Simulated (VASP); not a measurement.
# NaCl in VASP: further runs, part 3 of 3

VASP 6.6.1. The steps go on from the part before.

### Step 6. Single point, r2SCAN (strain along [111] -1.2%)

The input, POSCAR:

```
NaCl
1.0
   -0.0253156368      3.0619571407      3.0619571407
    3.0619571407     -0.0253156368      3.0619571407
    3.0619571407      3.0619571407     -0.0253156368
Na Cl
1 1
Direct
   -0.0009782326     -0.0009782326     -0.0009782326
    0.2509782326      0.2509782326      0.2509782326
```

The input, INCAR.step1:

```
SYSTEM = NaCl
PREC = Accurate
ENCUT = 520
ISMEAR = 0
SIGMA = 0.01
LREAL = .False.
LASPH = .True.
NELM = 100
NBANDS = 14
GGA = PE
ALGO = Normal
EDIFF = 1E-4
LWAVE = .True.
LCHARG = .False.
```

The input, INCAR.step2:

```
SYSTEM = NaCl
PREC = Accurate
ENCUT = 520
EDIFF = 1E-7
ISMEAR = 0
SIGMA = 0.01
LREAL = .False.
LASPH = .True.
NELM = 100
ALGO = Normal
ISIF = 2
LWAVE = .False.
LCHARG = .False.
METAGGA = R2SCAN
LMIXTAU = .True.
NBANDS = 14
ISTART = 1
```

The input, KPOINTS:

```
Automatic mesh
0
Gamma
  8 8 8
  0 0 0
```

Potentials or basis: VASP PAW PBE potentials, release 64 (Na_pv, Cl).

Command:

```
> cat potpaw_PBE.64/Na_pv/POTCAR potpaw_PBE.64/Cl/POTCAR > POTCAR
> cp INCAR.step1 INCAR
> mpirun -np 1 vasp_std > vasp.out
> cp INCAR.step2 INCAR
> mpirun -np 1 vasp_std > vasp.out
```

OUTCAR:

```text
SYSTEM = NaCl
   PREC = Accurate
   ENCUT = 520
   EDIFF = 1E-7
   ISMEAR = 0
   LREAL = .False.
   LASPH = .True.
   NELM = 100
   ISIF = 2
   METAGGA = R2SCAN
   ISTART = 1

 ion  position               nearest neighbor table
   1  0.999  0.999  0.999-   2 2.66   2 2.66   2 2.66   2 2.66
   2  0.251  0.251  0.251-   1 2.66   1 2.66   1 2.66   1 2.66

  LATTYP: Found a trigonal (rhomboedric) cell.
 ALAT       =     4.3303353155
 COS(alpha) =     0.4917153981

  Lattice vectors:

 A1 = (  -0.0253156368,   3.0619571407,   3.0619571407)
 A2 = (   3.0619571407,  -0.0253156368,   3.0619571407)
 A3 = (   3.0619571407,   3.0619571407,  -0.0253156368)

Analysis of symmetry for initial positions (statically):
=====================================================================
 Subroutine PRICEL returns:
 Original cell was already a primitive cell.

 Routine SETGRP: Setting up the symmetry group for a
 trigonal (rhombohedral) supercell.

 Subroutine GETGRP returns: Found  6 space group operations
 (whereof  6 operations were pure point group operations)
 out of a pool of 12 trial point group operations.

The static configuration has the point symmetry C_3v.

[... 168 lines left out ...]
  band No.  band energies     occupation
      1     -24.0558      2.00000
      2     -24.0539      2.00000
      3     -24.0539      2.00000
      4     -15.4705      2.00000
      5      -2.8023      2.00000
      6      -2.8023      2.00000
      7      -2.7701      2.00000
      8       2.8029      0.00000
      9       9.2691      0.00000
     10       9.2691      0.00000
     11       9.4187      0.00000
     12      10.9734      0.00000
     13      10.9734      0.00000
     14      13.4742      0.00000
[... 377 lines left out ...]
      1     -24.0649      2.00000
      2     -24.0574      2.00000
      3     -24.0549      2.00000
      4     -15.3625      2.00000
      5      -3.5120      2.00000
      6      -2.9668      2.00000
      7      -2.8461      2.00000
      8       4.6014      0.00000
      9       7.7422      0.00000
     10       8.5752      0.00000
     11       9.1021      0.00000
     12      10.4493      0.00000
     13      12.0993      0.00000
     14      12.7429      0.00000

 [... further k-points ...]
[... 5 lines left out ...]
  --------------------------------------------------------------------------------------
  -------------------------------------------------------------------------------------
  Total        0.0476779      0.0476779      0.0476779      0.0151984      0.0151984      0.0151984
  in kB        1.3141593      1.3141593      1.3141593      0.4189184      0.4189184      0.4189184
  external PRESSURE =       1.3141593 kB  Pullay stress =       0.0000000 kB

 VOLUME and BASIS-vectors are now :
 -----------------------------------------------------------------------------
  energy-cutoff  :      520.00
  volume of cell :       58.13
      direct lattice vectors                 reciprocal lattice vectors
    -0.025315637  3.061957141  3.061957141    -0.161282953  0.162627524  0.162627524
     3.061957141 -0.025315637  3.061957141     0.162627524 -0.161282953  0.162627524
     3.061957141  3.061957141 -0.025315637     0.162627524  0.162627524 -0.161282953

 POSITION                                       TOTAL-FORCE (eV/Angst)
 -----------------------------------------------------------------------------------
      6.09263      6.09263      6.09263         0.005905      0.005905      0.005905
      1.53062      1.53062      1.53062        -0.005905     -0.005905     -0.005905
 -----------------------------------------------------------------------------------
    total drift:                                0.011759      0.011759      0.011760

  FREE ENERGIE OF THE ION-ELECTRON SYSTEM (eV)
  ---------------------------------------------------
  free  energy   TOTEN  =       -13.5616457920 eV

  energy  without entropy=      -13.5616457920  energy(sigma->0) =      -13.56164579
```

OUTCAR.step1:

```text
SYSTEM = NaCl
   PREC = Accurate
   ENCUT = 520
   ISMEAR = 0
   LREAL = .False.
   LASPH = .True.
[... 630 lines left out ...]
      6.09263      6.09263      6.09263        -0.000625     -0.000625     -0.000625
      1.53062      1.53062      1.53062         0.000625      0.000625      0.000625
 -----------------------------------------------------------------------------------
    total drift:                               -0.000123     -0.000123     -0.000123

  FREE ENERGIE OF THE ION-ELECTRON SYSTEM (eV)
  ---------------------------------------------------
  free  energy   TOTEN  =        -6.6337189265 eV

  energy  without entropy=       -6.6337189265  energy(sigma->0) =       -6.63371893
```

OSZICAR.step1:

```text
N       E                     dE             d eps       ncg     rms          rms(c)
DAV:   1     0.999460395162E+02    0.99946E+02   -0.69194E+03  1826   0.943E+02
DAV:   2     0.293043945896E+01   -0.97016E+02   -0.89214E+02  1924   0.250E+02
DAV:   3    -0.675242662333E+01   -0.96829E+01   -0.96266E+01  2396   0.744E+01
DAV:   4    -0.693108226064E+01   -0.17866E+00   -0.17859E+00  2144   0.113E+01
DAV:   5    -0.693517441856E+01   -0.40922E-02   -0.40918E-02  2460   0.171E+00    0.236E+00
DAV:   6    -0.663302565203E+01    0.30215E+00   -0.55509E-01  2236   0.371E+00    0.173E+00
DAV:   7    -0.661678024600E+01    0.16245E-01   -0.12528E-01  2294   0.177E+00    0.117E+00
DAV:   8    -0.663243729361E+01   -0.15657E-01   -0.13503E-02  2012   0.863E-01    0.261E-01
DAV:   9    -0.663266903344E+01   -0.23174E-03   -0.29093E-04  2390   0.134E-01    0.162E-01
DAV:  10    -0.663372601448E+01   -0.10570E-02   -0.13490E-03  2012   0.220E-01    0.671E-02
DAV:  11    -0.663371892649E+01    0.70880E-05   -0.19171E-05  2478   0.460E-02
   1 F= -.66337189E+01 E0= -.66337189E+01  d E =-.111894E-17
```

It used 220 s of CPU time on 1 thread of AMD EPYC 7R13 Processor (Zen 3) (shared host).

Results:

```yaml
Free_energy: -13.5616 eV
Pressure: 0.1 GPa
Largest_force: 0.010 eV/Å
Band_gap_on_the_k_mesh: 5.57 eV, direct
```

Forces in eV/Å, atoms in the order of the input:
```
Na   0.006  0.006  0.006
Cl  -0.006 -0.006 -0.006
```

Levels at points of the mesh, in eV from the valence-band top:
```
           k point  band 5  band 6  band 7  band 8  band 9  band 10
(0.00, 0.00, 0.00)   -0.03   -0.03    0.00    5.57   12.04    12.04
(0.50, 0.00, 0.00)   -1.09   -0.12   -0.10    8.36    9.49    11.34
(0.50, 0.50, 0.00)   -0.99   -0.34   -0.31    7.47    9.80    11.67
(0.50, 0.50, 0.50)   -1.08   -0.13   -0.13    8.36    9.55    11.31
```

Caveat: the cell differs from its parent crystal (strain along [111] -1.2%); the PAW data sets were made with another functional, which shifts forces and pressure a little.

### Step 7. The runs side by side

```tsv
level	cell	smearing	gap on the mesh (eV)	pressure (GPa)
PBE	a = 4.378, b = 4.378, c = 4.341 Å, angles 60.3, 60.3, 59.4°, 2 atoms	fermi-dirac 0.02 eV	4.94	0.7
PBE	a = 4.330 Å, angles 60.5°, 2 atoms	fermi-dirac 0.02 eV	4.95	0.9
r2SCAN	a = 4.378, b = 4.378, c = 4.341 Å, angles 60.3, 60.3, 59.4°, 2 atoms	gaussian 0.01 eV	5.56	-0.1
PBE	a = 4.366, b = 4.366, c = 4.390 Å, angles 59.8, 59.8, 59.6°, 2 atoms	fermi-dirac 0.02 eV	4.93	0.7
r2SCAN	a = 4.330 Å, angles 60.5°, 2 atoms	gaussian 0.01 eV	5.57	0.1
```

Alike in all rows: task single point; potentials or basis VASP PAW PBE potentials, release 64 (Na_pv, Cl); no spin polarisation; k mesh 8 × 8 × 8; cutoff (eV) 520.

Caveats: the PAW data sets were made with another functional, which shifts forces and pressure a little (some runs).

Total energies depend on the potentials used, so only differences within one code and one set of settings carry meaning.
